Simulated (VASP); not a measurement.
# Cu in VASP: a series of runs

The runs below take Cu through single point, with r2SCAN.

Program: VASP 6.6.1. These are calculated values, not measurements. Logs are shortened: lines on timing, memory, paths and dates and some standing lists are left out, and cuts for length are marked.

**1. The cell of the first run**

The cell holds a slab with vacuum, 5 atoms: a = 2.529 Å, b = 2.529 Å, c = 19.197 Å, α = 90.00°, β = 90.00°, γ = 120.00°.

**2. Single point, r2SCAN**

Contents of POSCAR:

```
Cu
1.0
    2.5288149807      0.0000000000      0.0000000000
   -1.2644074903      2.1900180147      0.0000000000
    0.0000000000      0.0000000000     19.1974000000
Cu
5
Direct
    0.8333333333      0.1666666667      0.2864961668
    0.1666666667      0.8333333333      0.3929845386
    0.5000000000      0.5000000000      0.4999999787
    0.8333333333      0.1666666667      0.6070154274
    0.1666666667      0.8333333333      0.7135038332
```

Contents of INCAR.step1:

```
SYSTEM = Cu
PREC = Accurate ; ENCUT = 520
ISMEAR = -1 ; SIGMA = 0.1
LREAL = .False. ; LASPH = .True.
NELM = 60 ; LDIPOL = .True.
IDIPOL = 3 ; DIPOL = 0.5 0.5 0.500
NBANDS = 36 ; GGA = PE
ALGO = Normal ; EDIFF = 1E-4
LWAVE = .True. ; LCHARG = .False.
```

Contents of INCAR.step2:

```
SYSTEM = Cu
PREC = Accurate ; ENCUT = 520
EDIFF = 1E-6 ; ISMEAR = -1
SIGMA = 0.1 ; LREAL = .False.
LASPH = .True. ; NELM = 60
ALGO = Normal ; ISIF = 2
LWAVE = .False. ; LCHARG = .True.
LDIPOL = .True. ; IDIPOL = 3
DIPOL = 0.5 0.5 0.500 ; METAGGA = R2SCAN
LMIXTAU = .True. ; LELF = .True.
LVHAR = .True. ; LVACPOTAV = .True.
NBANDS = 36 ; ISTART = 1
```

Contents of KPOINTS:

```
Automatic mesh
0
Gamma
  16 16 1
  0 0 0
```

Potentials or basis: VASP PAW PBE potentials, release 64 (Cu).

Command:

```sh
$ cat potpaw_PBE.64/Cu/POTCAR > POTCAR
$ cp INCAR.step1 INCAR
$ mpirun -np 1 vasp_std > vasp.out
$ cp INCAR.step2 INCAR
$ mpirun -np 1 vasp_std > vasp.out
```

OUTCAR:

```text
SYSTEM = Cu
   PREC = Accurate
   ENCUT = 520
   EDIFF = 1E-6
   ISMEAR = -1
   LREAL = .False.
   LASPH = .True.
   NELM = 60
   ISIF = 2
   METAGGA = R2SCAN
   ISTART = 1

 ion  position               nearest neighbor table
   1  0.833  0.167  0.286-   2 2.51   2 2.51   2 2.51
   2  0.167  0.833  0.393-   1 2.51   1 2.51   1 2.51   3 2.52   3 2.52   3 2.52
   3  0.500  0.500  0.500-   2 2.52   2 2.52   2 2.52   4 2.52   4 2.52   4 2.52
   4  0.833  0.167  0.607-   5 2.51   5 2.51   5 2.51   3 2.52   3 2.52   3 2.52
   5  0.167  0.833  0.714-   4 2.51   4 2.51   4 2.51

  LATTYP: Found a hexagonal cell.
 ALAT       =     2.5288149807
 C/A-ratio  =     7.5914608805

  Lattice vectors:

 A1 = (   2.5288149807,   0.0000000000,   0.0000000000)
 A2 = (  -1.2644074903,   2.1900180147,   0.0000000000)
 A3 = (   0.0000000000,   0.0000000000,  19.1974000000)

Analysis of symmetry for initial positions (statically):
=====================================================================
 Subroutine PRICEL returns:
 Original cell was already a primitive cell.

 Routine SETGRP: Setting up the symmetry group for a
 hexagonal supercell.

 Subroutine GETGRP returns: Found 12 space group operations
 (whereof  4 operations were pure point group operations)
 out of a pool of 24 trial point group operations.

The static configuration has the point symmetry C_2h.
 The point group associated with its full space group is D_3d.

Analysis of symmetry for dynamics (positions and initial velocities):
=====================================================================
 Subroutine PRICEL returns:
 Original cell was already a primitive cell.

 Routine SETGRP: Setting up the symmetry group for a
 hexagonal supercell.

 Subroutine GETGRP returns: Found 12 space group operations
 (whereof  4 operations were pure point group operations)
 out of a pool of 24 trial point group operations.

The dynamic configuration has the point symmetry C_2h.
 The point group associated with its full space group is D_3d.

 Subroutine INISYM returns: Found 12 space group operations
 (whereof  4 operations are pure point group operations),
 and found     1 'primitive' translations

----------------------------------------------------------------------------------------

                                     Primitive cell

  volume of cell :     106.3181

  direct lattice vectors                    reciprocal lattice vectors
     2.528814981  0.000000000  0.000000000     0.395442137  0.228308624  0.000000000
    -1.264407490  2.190018015  0.000000000     0.000000000  0.456617248  0.000000000
[... 99 lines left out ...]
   POTIM  = 0.5000    time-step for ionic-motion
   TEBEG  =    0.0;   TEEND  =   0.0 temperature during run
   PSTRESS=    0.0 pullay stress
   NELECT =      55.0000    total number of electrons
   NUPDOWN=      -1.0000    fix difference up-down
   EMIN   =  10.00;   EMAX   =-10.00  energy-range for DOS
   EFERMI =   0.00;   METHOD = LEGACY
   ISMEAR =    -1;   SIGMA  =   0.10  broadening in eV -4-tet -1-fermi 0-gaus
   EFERMI_NEDOS =   21; number of points for ismear=-14 and -15
   IALGO  =     38    algorithm
   IMIX   =      4    mixing-type and parameters
     AMIX     =   0.40;   BMIX     =  1.00
     AMIX_MAG =   1.60;   BMIX_MAG =  1.00
  volume/ion in A,a.u.               =      21.26       143.49
  Fermi-wavevector in a.u.,A,eV,Ry     =   1.314196  2.483470 23.498759  1.727110
  Thomas-Fermi vector in A             =   2.444465
   LORBIT       =      0    0 simple, 1 ext, 2 COOP (PROOUT), +10 PAW based schemes
   METAGGA = R2SCAN    functional components
   LHFCALC =     F    Hartree Fock is set to
   AEXX    =    0.0000 exact exchange contribution
   IVDW    =     0    specifies the selected vdW correction
   LEPSILON=     F    determine dielectric tensor
   LRPA    =     F    only Hartree local field effects (RPA)
 non-spin polarized calculation
  energy-cutoff  :      520.00
  volume of cell :      106.32
 maximum number of plane-waves:      2903
 NGX is ok and might be reduce to    20
   NGX =  9   NGY =  9   NGZ = 71

 number of electron      54.9999997 magnetization

 dipolmoment           0.000000      0.000000      0.000004 electrons x Angstroem

 Free energy of the ion-electron system (eV)
  ---------------------------------------------------
  ext. energy  EPLUGINS =         0.00000000
  ---------------------------------------------------
  free energy    TOTEN  =       -53.08510514 eV

  energy without entropy =      -53.02841113  energy(sigma->0) =      -53.05675814

 E-fermi :   2.0025     XC(G=0):  -8.3434

 val. band max:        1.9485767724   @ k =   0.2500   0.1875   0.0000
 cond. band min:       2.0445461004   @ k =   0.0625  -0.0000   0.0000
 fundamental gap:      0.0959693279
 Fermi energy:         2.0025186472

 k-point     1 :       0.0000    0.0000    0.0000
  band No.  band energies     occupation
      1      -7.6193      2.00000
      2      -6.6841      2.00000
      3      -5.2703      2.00000
      4      -3.9499      2.00000
      5      -3.4560      2.00000
      6      -1.3529      2.00000
[... 925 lines left out ...]
     35      11.5198      0.00000
     36      12.0312      0.00000

 [... further k-points ...]

------------------------ aborting loop because EDIFF is reached ----------------------------------------

  FORCE on cell =-STRESS in cart. coord.  units (eV):
  Direction    XX          YY          ZZ          XY          YZ          ZX
  --------------------------------------------------------------------------------------
  -------------------------------------------------------------------------------------
  Total       -0.8957314     -0.8957314      0.1841821     -0.0000000      0.0000000     -0.0000000
  in kB      -13.4983661    -13.4983661      2.7755620     -0.0000000      0.0000000     -0.0000000
  external PRESSURE =      -8.0737234 kB  Pullay stress =       0.0000000 kB

 VOLUME and BASIS-vectors are now :
 -----------------------------------------------------------------------------
  energy-cutoff  :      520.00
  volume of cell :      106.32
      direct lattice vectors                 reciprocal lattice vectors
     2.528814981  0.000000000  0.000000000     0.395442137  0.228308624  0.000000000
    -1.264407490  2.190018015  0.000000000     0.000000000  0.456617248  0.000000000
     0.000000000  0.000000000 19.197400000     0.000000000  0.000000000  0.052090387

 POSITION                                       TOTAL-FORCE (eV/Angst)
 -----------------------------------------------------------------------------------
      1.89661      0.36500      5.49998        -0.000000     -0.000000     -0.037229
     -0.63220      1.82502      7.54428        -0.000000      0.000000     -0.009270
      0.63220      1.09501      9.59870        -0.000000      0.000000      0.000000
      1.89661      0.36500     11.65312         0.000000      0.000000      0.009270
     -0.63220      1.82502     13.69742         0.000000      0.000000      0.037229
 -----------------------------------------------------------------------------------
    total drift:                                0.000000     -0.000000      0.000845

  FREE ENERGIE OF THE ION-ELECTRON SYSTEM (eV)
  ---------------------------------------------------
  free  energy   TOTEN  =       -53.0851051425 eV

  energy  without entropy=      -53.0284111318  energy(sigma->0) =      -53.05675814

 vacuum level on the upper side and lower side of the slab         6.849         6.849
```

OSZICAR.step1:

```text
N       E                     dE             d eps       ncg     rms          rms(c)
DAV:   1     0.474866464930E+03    0.47487E+03   -0.24810E+04  2160   0.227E+03
DAV:   2     0.281684516149E+02   -0.44670E+03   -0.43222E+03  2160   0.407E+02
DAV:   3    -0.203565751332E+02   -0.48525E+02   -0.46037E+02  2248   0.187E+02
DAV:   4    -0.219460652202E+02   -0.15895E+01   -0.15832E+01  2432   0.453E+01
DAV:   5    -0.219766678283E+02   -0.30603E-01   -0.30598E-01  2448   0.519E+00    0.169E+01
DAV:   6    -0.196125977837E+02    0.23641E+01   -0.43138E+01  2352   0.120E+02    0.886E+00
DAV:   7    -0.177526026362E+02    0.18600E+01   -0.89685E+00  2520   0.518E+01    0.101E+00
DAV:   8    -0.177432589803E+02    0.93437E-02   -0.36850E-01  3172   0.191E+01    0.131E+00
DAV:   9    -0.177224331185E+02    0.20826E-01   -0.97455E-02  2728   0.134E+01    0.818E-01
DAV:  10    -0.177110452816E+02    0.11388E-01   -0.31169E-02  3744   0.529E+00    0.306E-01
DAV:  11    -0.177094337916E+02    0.16115E-02   -0.11225E-02  2752   0.408E+00    0.869E-02
DAV:  12    -0.177092001522E+02    0.23364E-03   -0.24259E-03  2900   0.127E+00    0.692E-02
DAV:  13    -0.177090570539E+02    0.14310E-03   -0.11176E-03  2416   0.958E-01    0.577E-02
DAV:  14    -0.177089306493E+02    0.12640E-03   -0.22108E-04  1828   0.245E-01    0.315E-02
DAV:  15    -0.177088831649E+02    0.47484E-04   -0.12355E-04  1820   0.372E-01
   1 F= -.17708883E+02 E0= -.17679335E+02  d E =-.590973E-01
```

Wall time 9 min (1 thread of Intel Xeon Platinum 8259CL at 2.50GHz (Skylake/Cascade Lake), shared host); peak memory 0.28 GiB.

What came out:

```yaml
Free_energy: -53.0851 eV
Largest_force: 0.037 eV/Å
Band_gap_on_the_k_mesh: zero (an odd number of electrons rules out a gap without spin polarisation)
```

Forces on the atoms (eV/Å):
```
Cu   0.000  0.000 -0.037
Cu   0.000  0.000 -0.009
Cu   0.000  0.000  0.000
Cu   0.000  0.000  0.009
Cu   0.000  0.000  0.037
```

Levels at points of the mesh, in eV from the Fermi level:
```tsv
k point	band 24	band 25	band 26	band 27	band 28	band 29	band 30	band 31	band 32	band 33
(0.00, 0.00, 0.00)	-2.08	-2.08	-1.82	-1.82	-1.73	-1.73	-1.03	-0.32	4.39	5.38
(0.50, 0.00, 0.00)	-1.46	-1.46	-0.46	0.49	1.12	1.52	1.65	4.54	5.42	6.15
```

Caveat: the PAW data sets were made with another functional, which shifts forces and pressure a little.

**3. Single point, r2SCAN**

This run uses another cell than the first one.

Contents of POSCAR:

```
Cu
1.0
    2.5288149807      0.0000000000      0.0000000000
   -1.2644074903      2.1900180147      0.0000000000
    0.0000000000      0.0000000000     24.2591000000
Cu
5
Direct
    0.8333333330      0.1666666670      0.3297736698
    0.1666666670      0.8333333330      0.4148868346
    0.5000000000      0.5000000000      0.5000000000
    0.8333333330      0.1666666670      0.5851131654
    0.1666666670      0.8333333330      0.6702263302
```

Contents of INCAR.step1:

```
PREC = Accurate
ENCUT = 520
ISMEAR = -1
SIGMA = 0.1
LREAL = F
LASPH = T
NELM = 80
LDIPOL = T
IDIPOL = 3
DIPOL = 0.5 0.5 0.500
NBANDS = 36
GGA = PE
ALGO = Normal
EDIFF = 1E-4
LWAVE = T
LCHARG = F
```

Contents of INCAR.step2:

```
PREC = Accurate
ENCUT = 520
EDIFF = 1E-7
ISMEAR = -1
SIGMA = 0.1
LREAL = F
LASPH = T
NELM = 80
ALGO = Normal
ISIF = 2
LWAVE = F
LCHARG = T
LDIPOL = T
IDIPOL = 3
DIPOL = 0.5 0.5 0.500
METAGGA = R2SCAN
LMIXTAU = T
LELF = T
LVHAR = T
LVACPOTAV = T
NBANDS = 36
ISTART = 1
```

Contents of KPOINTS:

```
regular mesh
0
Gamma
  16 16 1
```

Potentials or basis: VASP PAW PBE potentials, release 64 (Cu).

Command:

```sh
$ cat potpaw_PBE.64/Cu/POTCAR > POTCAR
$ cp INCAR.step1 INCAR
$ mpirun -np 1 vasp_std > vasp.out
$ cp INCAR.step2 INCAR
$ mpirun -np 1 vasp_std > vasp.out
```

OUTCAR:

```text
PREC = Accurate
   ENCUT = 520
   EDIFF = 1E-7
   ISMEAR = -1
   LREAL = F
   LASPH = T
   NELM = 80
   ISIF = 2
   METAGGA = R2SCAN
   ISTART = 1

 ion  position               nearest neighbor table
   1  0.833  0.167  0.330-   2 2.53   2 2.53   2 2.53
   2  0.167  0.833  0.415-   1 2.53   1 2.53   1 2.53   3 2.53   3 2.53   3 2.53
   3  0.500  0.500  0.500-   2 2.53   4 2.53   4 2.53   2 2.53   2 2.53   4 2.53
   4  0.833  0.167  0.585-   5 2.53   5 2.53   5 2.53   3 2.53   3 2.53   3 2.53
   5  0.167  0.833  0.670-   4 2.53   4 2.53   4 2.53

  LATTYP: Found a hexagonal cell.
 ALAT       =     2.5288149807
 C/A-ratio  =     9.5930703453

  Lattice vectors:

 A1 = (   2.5288149807,   0.0000000000,   0.0000000000)
 A2 = (  -1.2644074903,   2.1900180147,   0.0000000000)
 A3 = (   0.0000000000,   0.0000000000,  24.2591000000)

Analysis of symmetry for initial positions (statically):
=====================================================================
 Subroutine PRICEL returns:
 Original cell was already a primitive cell.

 Routine SETGRP: Setting up the symmetry group for a
 hexagonal supercell.

 Subroutine GETGRP returns: Found 12 space group operations
 (whereof  4 operations were pure point group operations)
 out of a pool of 24 trial point group operations.

The static configuration has the point symmetry C_2h.
 The point group associated with its full space group is D_3d.

Analysis of symmetry for dynamics (positions and initial velocities):
=====================================================================
 Subroutine PRICEL returns:
 Original cell was already a primitive cell.

 Routine SETGRP: Setting up the symmetry group for a
 hexagonal supercell.

 Subroutine GETGRP returns: Found 12 space group operations
 (whereof  4 operations were pure point group operations)
 out of a pool of 24 trial point group operations.

The dynamic configuration has the point symmetry C_2h.
 The point group associated with its full space group is D_3d.
[... 130 lines left out ...]
   METAGGA = R2SCAN    functional components
   LHFCALC =     F    Hartree Fock is set to
   AEXX    =    0.0000 exact exchange contribution
   IVDW    =     0    specifies the selected vdW correction
   LEPSILON=     F    determine dielectric tensor
   LRPA    =     F    only Hartree local field effects (RPA)
 non-spin polarized calculation
  energy-cutoff  :      520.00
  volume of cell :      134.35
 maximum number of plane-waves:      3645
 NGX is ok and might be reduce to    20
   NGX =  9   NGY =  9   NGZ = 91

 number of electron      54.9999999 magnetization

 dipolmoment           0.000000      0.000000     -0.000000 electrons x Angstroem

 Free energy of the ion-electron system (eV)
  ---------------------------------------------------
  ext. energy  EPLUGINS =         0.00000000
  ---------------------------------------------------
  free energy    TOTEN  =       -53.08589976 eV

  energy without entropy =      -53.02930450  energy(sigma->0) =      -53.05760213

 E-fermi :   0.5649     XC(G=0):  -6.6163

 val. band max:        0.5134498478   @ k =   0.2500   0.1875   0.0000
 cond. band min:       0.5818782219   @ k =   0.0625  -0.0000   0.0000
 fundamental gap:      0.0684283741
 Fermi energy:         0.5648946994

 k-point     1 :       0.0000    0.0000    0.0000
  band No.  band energies     occupation
      1      -9.0075      2.00000
      2      -8.0743      2.00000
      3      -6.6851      2.00000
      4      -5.3764      2.00000
      5      -4.8705      2.00000
      6      -2.7806      2.00000
[... 925 lines left out ...]
     35      10.0045      0.00000
     36      10.2774      0.00000

 [... further k-points ...]

------------------------ aborting loop because EDIFF is reached ----------------------------------------

 vacuum level on the upper side and lower side of the slab       (xc-potential included)        -0.048        -0.048

  FORCE on cell =-STRESS in cart. coord.  units (eV):
  Direction    XX          YY          ZZ          XY          YZ          ZX
  --------------------------------------------------------------------------------------
  -------------------------------------------------------------------------------------
  Total       -1.1521460     -1.1521460     -0.3838818     -0.0000000      0.0000000      0.0000000
  in kB      -13.7397445    -13.7397445     -4.5779247     -0.0000000      0.0000000      0.0000000
  external PRESSURE =     -10.6858046 kB  Pullay stress =       0.0000000 kB

 VOLUME and BASIS-vectors are now :
 -----------------------------------------------------------------------------
  energy-cutoff  :      520.00
  volume of cell :      134.35
      direct lattice vectors                 reciprocal lattice vectors
     2.528814981  0.000000000  0.000000000     0.395442137  0.228308624  0.000000000
    -1.264407490  2.190018015  0.000000000     0.000000000  0.456617248  0.000000000
     0.000000000  0.000000000 24.259100000     0.000000000  0.000000000  0.041221645

 POSITION                                       TOTAL-FORCE (eV/Angst)
 -----------------------------------------------------------------------------------
      1.89661      0.36500      8.00001         0.000000     -0.000000      0.075464
     -0.63220      1.82502     10.06478        -0.000000      0.000000     -0.036811
      0.63220      1.09501     12.12955         0.000000      0.000000      0.000000
      1.89661      0.36500     14.19432         0.000000     -0.000000      0.036811
     -0.63220      1.82502     16.25909        -0.000000      0.000000     -0.075464
 -----------------------------------------------------------------------------------
    total drift:                               -0.000000     -0.000000     -0.000000

  FREE ENERGIE OF THE ION-ELECTRON SYSTEM (eV)
  ---------------------------------------------------
  free  energy   TOTEN  =       -53.0858997571 eV

  energy  without entropy=      -53.0293045024  energy(sigma->0) =      -53.05760213

 vacuum level on the upper side and lower side of the slab         5.428         5.428
```

OUTCAR.step1:

```text
PREC = Accurate
   ENCUT = 520
   ISMEAR = -1
   LREAL = F
   LASPH = T
   NELM = 80
   GGA = PE
   EDIFF = 1E-4

 ion  position               nearest neighbor table
[... 1173 lines left out ...]
      1.89661      0.36500     14.19432        -0.000000      0.000000      0.029449
     -0.63220      1.82502     16.25909         0.000000     -0.000000      0.180679
 -----------------------------------------------------------------------------------
    total drift:                                0.000000      0.000000     -0.000000

  FREE ENERGIE OF THE ION-ELECTRON SYSTEM (eV)
  ---------------------------------------------------
  free  energy   TOTEN  =       -17.7248097731 eV

  energy  without entropy=      -17.6657202701  energy(sigma->0) =      -17.69526502

 vacuum level on the upper side and lower side of the slab         5.507         5.507
```

OSZICAR.step1:

```text
N       E                     dE             d eps       ncg     rms          rms(c)
DAV:   1     0.472770062202E+03    0.47277E+03   -0.24307E+04  2160   0.205E+03
DAV:   2     0.257706627037E+02   -0.44700E+03   -0.43254E+03  2160   0.393E+02
DAV:   3    -0.204828977265E+02   -0.46254E+02   -0.43962E+02  2300   0.180E+02
DAV:   4    -0.219512292995E+02   -0.14683E+01   -0.14630E+01  2424   0.420E+01
DAV:   5    -0.219826908184E+02   -0.31462E-01   -0.31455E-01  2564   0.502E+00    0.169E+01
DAV:   6    -0.196641277933E+02    0.23186E+01   -0.44430E+01  2364   0.120E+02    0.897E+00
DAV:   7    -0.177668117757E+02    0.18973E+01   -0.91355E+00  2556   0.518E+01    0.992E-01
DAV:   8    -0.177606871171E+02    0.61247E-02   -0.40436E-01  3212   0.204E+01    0.137E+00
DAV:   9    -0.177382936014E+02    0.22394E-01   -0.10397E-01  2788   0.136E+01    0.841E-01
DAV:  10    -0.177269609390E+02    0.11333E-01   -0.33207E-02  3748   0.545E+00    0.327E-01
DAV:  11    -0.177251634611E+02    0.17975E-02   -0.13730E-02  2740   0.440E+00    0.940E-02
DAV:  12    -0.177250119264E+02    0.15153E-03   -0.29652E-03  2588   0.152E+00    0.817E-02
DAV:  13    -0.177248728509E+02    0.13908E-03   -0.12017E-03  2424   0.850E-01    0.461E-02
DAV:  14    -0.177248097731E+02    0.63078E-04   -0.16467E-04  1620   0.281E-01
   1 F= -.17724810E+02 E0= -.17695265E+02  d E =-.590895E-01
```

It took 15 min on 1 thread of Intel Xeon Platinum 8259CL at 2.50GHz (Skylake/Cascade Lake), shared host; peak memory 0.34 GiB.

Results:

```yaml
Free_energy: -53.0859 eV
Largest_force: 0.075 eV/Å
Band_gap_on_the_k_mesh: zero (an odd number of electrons rules out a gap without spin polarisation)
Work_function_of_the_upper_face: 4.86 eV
Work_function_of_the_lower_face: 4.86 eV
```

Forces in eV/Å, atoms in the order of the input:
```
Cu   0.000  0.000  0.075
Cu   0.000  0.000 -0.037
Cu   0.000  0.000  0.000
Cu   0.000  0.000  0.037
Cu   0.000  0.000 -0.075
```

Caveat: the PAW data sets were made with another functional, which shifts forces and pressure a little.
